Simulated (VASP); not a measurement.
# AlIn3Sb2N2 (R-3m) in VASP: single point with PBE

Aim: the single point of AlIn3Sb2N2 with PBE.

All numbers are computed with VASP 6.6.1; they aren't measurements. Logs are shortened: lines on timing, memory, paths and dates and some standing lists are left out, and cuts for length are marked.

### Step 1. The cell of the first run

The structure is trigonal, space group R-3m (No. 166). The conventional cell has a = 6.731 Å, b = 6.731 Å, c = 15.832 Å, α = 90.00°, β = 90.00°, γ = 120.00°. Within 3.4 Å of Al (site symmetry -3m) lie 2 Sb at 2.58 Å and 6 In at 3.37 Å. Within 2.8 Å of In (site symmetry 2/m) lie 2 N at 2.11 Å. Sb (site symmetry 3m) has 1 Al at 2.58 Å and 3 In at 3.32 Å within 3.4 Å. Within 2.8 Å of N (site symmetry 3m) lie 3 In at 2.11 Å.

### Step 2. Single point, PBE

File INCAR:

```
SYSTEM = AlIn3Sb2N2
  ALGO = Normal
  EDIFF = 1E-6
  ENCUT = 520
  GGA = PE
  ISIF = 2
  ISMEAR = 0
  LASPH = .TRUE.
  LCHARG = .FALSE.
  LREAL = .FALSE.
  LWAVE = .FALSE.
  NBANDS = 41
  NELM = 80
  PREC = Accurate
  SIGMA = 0.15
```

File KPOINTS:

```
k-points
0
G
  2 2 2
  0 0 0
```

File POSCAR:

```
AlIn3Sb2N2
1.0
    3.3656314002      1.9431481949      5.2774301511
   -3.3656314002      1.9431481949      5.2774301511
    0.0000000000     -3.8862963898      5.2774301511
Al In Sb N
1 3 2 2
Direct
    0.0000000000      0.0000000000      0.0000000000
    0.5000000000      0.5000000000      0.0000000000
    0.0000000000      0.5000000000      0.5000000000
    0.5000000000      0.0000000000      0.5000000000
    0.1632121998      0.1632121998      0.1632121998
    0.8367878002      0.8367878002      0.8367878002
    0.3845437360      0.3845437360      0.3845437360
    0.6154562640      0.6154562640      0.6154562640
```

Potentials or basis: VASP PAW PBE potentials, release 64 (Al, In_d, Sb, N).

Run with:

```
cat potpaw_PBE.64/Al/POTCAR potpaw_PBE.64/In_d/POTCAR potpaw_PBE.64/Sb/POTCAR potpaw_PBE.64/N/POTCAR > POTCAR
mpirun -np 1 vasp_std > vasp.out
```

OUTCAR:

```text
SYSTEM = AlIn3Sb2N2
   EDIFF = 1E-6
   ENCUT = 520
   GGA = PE
   ISIF = 2
   ISMEAR = 0
   LASPH = .TRUE.
   LREAL = .FALSE.
   NELM = 80
   PREC = Accurate

 ion  position               nearest neighbor table
   1  0.000  0.000  0.000-   5 2.58   6 2.58   2 3.37   2 3.37   3 3.37   3 3.37   4 3.37   4 3.37

   2  0.500  0.500  0.000-   7 2.11   8 2.11   5 3.32   6 3.32   1 3.37   1 3.37   3 3.37   4 3.37
                             4 3.37   3 3.37
   3  0.000  0.500  0.500-   7 2.11   8 2.11   5 3.32   6 3.32   4 3.37   4 3.37   1 3.37   1 3.37
                             2 3.37   2 3.37
   4  0.500  0.000  0.500-   7 2.11   8 2.11   5 3.32   6 3.32   3 3.37   3 3.37   2 3.37   1 3.37
                             1 3.37   2 3.37
   5  0.163  0.163  0.163-   1 2.58   3 3.32   4 3.32   2 3.32
   6  0.837  0.837  0.837-   1 2.58   3 3.32   4 3.32   2 3.32
   7  0.385  0.385  0.385-   3 2.11   4 2.11   2 2.11
   8  0.615  0.615  0.615-   3 2.11   4 2.11   2 2.11

  LATTYP: Found a trigonal (rhomboedric) cell.
 ALAT       =     6.5539734993
 COS(alpha) =     0.4725834721

  Lattice vectors:

 A1 = (   3.3656314002,   1.9431481949,   5.2774301511)
 A2 = (  -3.3656314002,   1.9431481949,   5.2774301511)
 A3 = (   0.0000000000,  -3.8862963898,   5.2774301511)

Analysis of symmetry for initial positions (statically):
=====================================================================
 Subroutine PRICEL returns:
 Original cell was already a primitive cell.

 Routine SETGRP: Setting up the symmetry group for a
 trigonal (rhombohedral) supercell.

 Subroutine GETGRP returns: Found 12 space group operations
 (whereof 12 operations were pure point group operations)
 out of a pool of 12 trial point group operations.

The static configuration has the point symmetry D_3d.

Analysis of symmetry for dynamics (positions and initial velocities):
=====================================================================
 Subroutine PRICEL returns:
 Original cell was already a primitive cell.

 Routine SETGRP: Setting up the symmetry group for a
 trigonal (rhombohedral) supercell.

 Subroutine GETGRP returns: Found 12 space group operations
 (whereof 12 operations were pure point group operations)
 out of a pool of 12 trial point group operations.

The dynamic configuration has the point symmetry D_3d.

 Subroutine INISYM returns: Found 12 space group operations
 (whereof 12 operations are pure point group operations),
 and found     1 'primitive' translations

----------------------------------------------------------------------------------------

                                     Primitive cell

  volume of cell :     207.0838

  direct lattice vectors                    reciprocal lattice vectors
     3.365631400  1.943148195  5.277430151     0.148560535  0.085771465  0.063162055
    -3.365631400  1.943148195  5.277430151    -0.148560535  0.085771465  0.063162055
     0.000000000 -3.886296390  5.277430151     0.000000000 -0.171542929  0.063162055

  length of vectors
     6.553973499  6.553973499  6.553973499     0.182801591  0.182801591  0.182801591

  position of ions in fractional coordinates (direct lattice)
     0.000000000  0.000000000  0.000000000
     0.500000000  0.500000000  0.000000000
     0.000000000  0.500000000  0.500000000
     0.500000000  0.000000000  0.500000000
     0.163212200  0.163212200  0.163212200
     0.836787800  0.836787800  0.836787800
     0.384543736  0.384543736  0.384543736
     0.615456264  0.615456264  0.615456264

  ion indices of the primitive-cell ions
   primitive index   ion index
                 1           1
                 2           2
                 3           3
                 4           4
                 5           5
                 6           6
                 7           7
                 8           8

----------------------------------------------------------------------------------------

 KPOINTS: k-points

Automatic generation of k-mesh.
 Grid dimensions read from file:
 generate k-points for:    2    2    2

 Generating k-lattice:

  Cartesian coordinates                     Fractional coordinates (reciprocal lattice)
     0.074280267  0.042885732  0.031581027     0.500000000  0.000000000  0.000000000
    -0.074280267  0.042885732  0.031581027     0.000000000  0.500000000  0.000000000
     0.000000000 -0.085771465  0.031581027     0.000000000  0.000000000  0.500000000

  Length of vectors
     0.091400796  0.091400796  0.091400796

  Shift w.r.t. Gamma in fractional coordinates (k-lattice)
     0.000000000  0.000000000  0.000000000

 Subroutine IBZKPT returns following result:
 ===========================================

 Found      4 irreducible k-points:

 Following reciprocal coordinates:
            Coordinates               Weight
  0.000000  0.000000  0.000000      1.000000
  0.500000 -0.000000  0.000000      3.000000
  0.500000  0.500000  0.000000      3.000000
  0.500000  0.500000  0.500000      1.000000
   k-points           NKPTS =      4   k-points in BZ     NKDIM =      4   number of bands    NBANDS=     41
   number of dos      NEDOS =    301   number of ions     NIONS =      8
   total plane-waves  NPLWV = 125000
   dimension x,y,z NGX =    50 NGY =   50 NGZ =   50
   dimension x,y,z NGXF=   100 NGYF=  100 NGZF=  100
   ions per type =               1   3   2   2
   NGX,Y,Z   is equivalent  to a cutoff of  12.68, 12.68, 12.68 a.u.
   NGXF,Y,Z  is equivalent  to a cutoff of  25.37, 25.37, 25.37 a.u.
 SYSTEM =  AlIn3Sb2N2
   PREC   = accura    normal or accurate (medium, high low for compatibility)
   ISTART =      0    job   : 0-new  1-cont  2-samecut
   ICHARG =      2    charge: 1-file 2-atom 10-const
   ISPIN  =      1    spin polarized calculation?
   LNONCOLLINEAR =      F non collinear calculations
   LSORBIT =      F    spin-orbit coupling
   LASPH  =      T    aspherical Exc in radial PAW
   ENCUT  =  520.0 eV  38.22 Ry    6.18 a.u.  12.19 12.19 12.19*2*pi/ulx,y,z
   NELM   =     80;   NELMIN=  2; NELMDL= -5     # of ELM steps
   EDIFF  = 0.1E-05   stopping-criterion for ELM
   LREAL  =      F    real-space projection
   EDIFFG = 0.1E-04   stopping-criterion for IOM
   NSW    =      0    number of steps for IOM
   IBRION =     -1    ionic relax: 0-MD 1-quasi-New 2-CG
   NFREE  =      0    steps in history (QN), initial steepest desc. (CG)
   ISIF   =      2    stress and relaxation
   ISYM   =      2    0-nonsym 1-usesym 2-fastsym
   POTIM  = 0.5000    time-step for ionic-motion
   TEBEG  =    0.0;   TEEND  =   0.0 temperature during run
   PSTRESS=    0.0 pullay stress
   NELECT =      62.0000    total number of electrons
   NUPDOWN=      -1.0000    fix difference up-down
   EMIN   =  10.00;   EMAX   =-10.00  energy-range for DOS
   EFERMI =   0.00;   METHOD = LEGACY
   ISMEAR =     0;   SIGMA  =   0.15  broadening in eV -4-tet -1-fermi 0-gaus
   EFERMI_NEDOS =   21; number of points for ismear=-14 and -15
   IALGO  =     38    algorithm
   IMIX   =      4    mixing-type and parameters
     AMIX     =   0.40;   BMIX     =  1.00
     AMIX_MAG =   1.60;   BMIX_MAG =  1.00
  volume/ion in A,a.u.               =      25.89       174.68
  Fermi-wavevector in a.u.,A,eV,Ry     =   1.095191  2.069611 16.319426  1.199444
  Thomas-Fermi vector in A             =   2.231510
   LORBIT       =      0    0 simple, 1 ext, 2 COOP (PROOUT), +10 PAW based schemes
   GGA     = PE    functional components
   LHFCALC =     F    Hartree Fock is set to
   AEXX    =    0.0000 exact exchange contribution
   IVDW    =     0    specifies the selected vdW correction
   LEPSILON=     F    determine dielectric tensor
   LRPA    =     F    only Hartree local field effects (RPA)
 non-spin polarized calculation
 Gauss-broadening in eV      SIGMA  =   0.15
  energy-cutoff  :      520.00
  volume of cell :      207.08
 maximum number of plane-waves:      5587
 NGX is ok and might be reduce to    50
   NGX = 25   NGY = 25   NGZ = 25

 number of electron      61.9999984 magnetization

 Free energy of the ion-electron system (eV)
  ---------------------------------------------------
  ext. energy  EPLUGINS =         0.00000000
  ---------------------------------------------------
  free energy    TOTEN  =       -30.59857894 eV

  energy without entropy =      -30.54024266  energy(sigma->0) =      -30.56941080

 E-fermi :   4.9692     XC(G=0):  -9.0970

 val. band max:        4.6937663544   @ k =   0.5000   0.5000   0.0000
 cond. band min:       4.9786206366   @ k =   0.5000  -0.0000   0.0000
 fundamental gap:      0.2848542822
 Fermi energy:         4.9692307052

 k-point     1 :       0.0000    0.0000    0.0000
  band No.  band energies     occupation
      1     -11.7896      2.00000
      2      -9.9678      2.00000
      3      -9.9678      2.00000
      4      -9.9146      2.00000
      5      -9.8533      2.00000
      6      -9.8533      2.00000
[... 33 lines left out ...]
     40      10.2246      0.00000
     41      10.6802      0.00000

 k-point     2 :       0.5000   -0.0000    0.0000
  band No.  band energies     occupation
      1     -11.3892      2.00000
      2     -10.8494      2.00000
      3      -9.8892      2.00000
      4      -9.8724      2.00000
      5      -9.8550      2.00000
      6      -9.8410      2.00000
[... 33 lines left out ...]
     40       9.1786      0.00000
     41       9.6891      0.00000

 k-point     3 :       0.5000    0.5000    0.0000
  band No.  band energies     occupation
      1     -11.3800      2.00000
      2     -10.8586      2.00000
      3      -9.8904      2.00000
      4      -9.8700      2.00000
      5      -9.8554      2.00000
      6      -9.8422      2.00000
[... 33 lines left out ...]
     40       8.5955      0.00000
     41       9.8739      0.00000

 k-point     4 :       0.5000    0.5000    0.5000
  band No.  band energies     occupation
      1     -11.7802      2.00000
      2      -9.9679      2.00000
      3      -9.9679      2.00000
      4      -9.9183      2.00000
      5      -9.8523      2.00000
      6      -9.8523      2.00000
[... 33 lines left out ...]
     40       8.6861      0.00000
     41       9.1077      0.00000

------------------------ aborting loop because EDIFF is reached ----------------------------------------

  FORCE on cell =-STRESS in cart. coord.  units (eV):
  Direction    XX          YY          ZZ          XY          YZ          ZX
  --------------------------------------------------------------------------------------
  -------------------------------------------------------------------------------------
  Total        0.1354726      0.1354726     -0.5550717     -0.0000000      0.0000000      0.0000000
  in kB        1.0481315      1.0481315     -4.2945081     -0.0000000      0.0000000      0.0000000
  external PRESSURE =      -0.7327484 kB  Pullay stress =       0.0000000 kB

 VOLUME and BASIS-vectors are now :
 -----------------------------------------------------------------------------
  energy-cutoff  :      520.00
  volume of cell :      207.08
      direct lattice vectors                 reciprocal lattice vectors
     3.365631400  1.943148195  5.277430151     0.148560535  0.085771465  0.063162055
    -3.365631400  1.943148195  5.277430151    -0.148560535  0.085771465  0.063162055
     0.000000000 -3.886296390  5.277430151     0.000000000 -0.171542929  0.063162055

 POSITION                                       TOTAL-FORCE (eV/Angst)
 -----------------------------------------------------------------------------------
      0.00000      0.00000      0.00000        -0.000000     -0.000000      0.000000
      0.00000      1.94315      5.27743         0.000000     -0.000000      0.000000
     -1.68282     -0.97157      5.27743        -0.000000     -0.000000     -0.000000
      1.68282     -0.97157      5.27743        -0.000000     -0.000000     -0.000000
      0.00000      0.00000      2.58402        -0.000000     -0.000000     -0.001835
      0.00000      0.00000     13.24827        -0.000000     -0.000000      0.001835
      0.00000      0.00000      6.08821        -0.000000     -0.000000      0.015140
      0.00000      0.00000      9.74408        -0.000000      0.000000     -0.015140
 -----------------------------------------------------------------------------------
    total drift:                                0.000000     -0.000000      0.000000

  FREE ENERGIE OF THE ION-ELECTRON SYSTEM (eV)
  ---------------------------------------------------
  free  energy   TOTEN  =       -30.5985789444 eV

  energy  without entropy=      -30.5402426551  energy(sigma->0) =      -30.56941080
```

Run time: 31 s. Hardware: 1 thread of Intel Xeon 6975P-C (Granite Rapids), shared host; peak memory 0.36 GiB.

Results:

```
Free energy            : -30.5986 eV
Pressure               : -0.1 GPa
Largest force          : 0.015 eV/Å
Band gap on the k mesh : zero (band 31 reaches 5.40 eV, above the bottom of band 32 at 4.50 eV)
```

Forces on the atoms (eV/Å):
```
Al   0.000  0.000  0.000
In   0.000  0.000  0.000
In   0.000  0.000  0.000
In   0.000  0.000  0.000
Sb   0.000  0.000 -0.002
Sb   0.000  0.000  0.002
N    0.000  0.000  0.015
N    0.000  0.000 -0.015
```

Caveat: the k points lie up to 0.57 Å⁻¹ apart; spin-orbit coupling is left out, which moves the levels of the heavy elements.
